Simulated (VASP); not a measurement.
Input of a VASP 6.6.1 run:

File POSCAR:

```
SiO2
1.0
   -4.2834949776      4.2834949776      2.5913869696
    4.2834949776     -4.2834949776      2.5913869696
    4.2834949776      4.2834949776     -2.5913869696
Si O
4 8
Direct
    0.1787770161      0.1787770161      0.3575540322
    0.8212229839      0.1787770161      0.0000000000
    0.1787770161      0.8212229839      0.0000000000
    0.8212229839      0.8212229839      0.6424459678
    0.5000000000      0.5000000000      0.5000000000
    0.0000000000      0.5000000000      0.0000000000
    0.5000000000      0.0000000000      0.0000000000
    0.0000000000      0.0000000000      0.5000000000
    0.0000000000      0.2181009534      0.2181009534
    0.7818990466      0.0000000000      0.7818990466
    0.2181009534      0.0000000000      0.2181009534
    0.0000000000      0.7818990466      0.7818990466
```

INCAR.step1

```
SYSTEM = SiO2
PREC = Accurate
ENCUT = 520
ISMEAR = 0
SIGMA = 0.02
LREAL = .False.
LASPH = .True.
NELM = 100
NBANDS = 44
GGA = PE
ALGO = Normal
EDIFF = 1E-4
LWAVE = .True.
LCHARG = .False.
```

The input INCAR.step2:

```
SYSTEM = SiO2
PREC = Accurate
ENCUT = 520
EDIFF = 1E-6
ISMEAR = 0
SIGMA = 0.02
LREAL = .False.
LASPH = .True.
NELM = 100
ALGO = Normal
ISIF = 2
LWAVE = .False.
LCHARG = .False.
METAGGA = R2SCAN
LMIXTAU = .True.
NBANDS = 44
ISTART = 1
```

KPOINTS

```
Automatic mesh
0
Gamma
  6 6 6
  0 0 0
```

Potentials or basis: VASP PAW PBE potentials, release 64 (Si, O).

Run with:

```bash
$ cat potpaw_PBE.64/Si/POTCAR potpaw_PBE.64/O/POTCAR > POTCAR
$ cp INCAR.step1 INCAR
$ mpirun -np 1 vasp_std > vasp.out
$ cp INCAR.step2 INCAR
$ mpirun -np 1 vasp_std > vasp.out
```

Question: Estimate the largest force.

Answer: 0.053 eV/Å.

Question: Predict the band gap on the k mesh.

Answer: 6.01 eV.

Question: Predict the pressure.

Answer: 14.9 GPa.

Forces in eV/Å, atoms in the order of the input:
```
Si   0.038  0.038  0.000
Si   0.038 -0.038  0.000
Si  -0.038  0.038  0.000
Si  -0.038 -0.038  0.000
O    0.000  0.000  0.000
O    0.000  0.000  0.000
O    0.000  0.000  0.000
O    0.000  0.000  0.000
O   -0.020  0.000  0.000
O    0.000  0.020  0.000
O    0.000 -0.020  0.000
O    0.020  0.000  0.000
```

Caveat: the cell stands under pressure; the PAW data sets were made with another functional, which shifts forces and pressure a little. A k mesh can miss the band edges.
